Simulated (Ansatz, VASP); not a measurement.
**ZnS in VASP and in Ansatz**

```
CELL_PARAMETERS angstrom
0.00000 2.96357 2.96357
2.96357 0.00000 2.96357
2.96357 2.96357 0.00000
ATOMIC_POSITIONS crystal
Zn 0.00000 0.00000 0.00000
S 0.25000 0.25000 0.25000
```

Alike in both runs: task single point; functional PBE; k mesh 6 × 6 × 6; occupations gaussian, width 0.1 eV; no spin polarisation.

|  | VASP | Ansatz |
| --- | --- | --- |
| version | VASP 6.6.1 | Ansatz 0.2.0 |
| potentials or method | VASP PAW PBE potentials, release 64 (Zn, S), cutoff 520 eV | scalar-relativistic, plane waves, PAW |
| valence electrons in the cell | 18 | 18 |

|  | VASP | Ansatz | Ansatz less VASP |
| --- | --- | --- | --- |
| gap on the k mesh at the Fermi level (eV) | 1.00 | 1.00 | +0.003 |
| least direct gap on the mesh (eV) | 1.00 | 1.00 | +0.003 |
| pressure (GPa) | -10.0 | -10.0 | -0.05 |
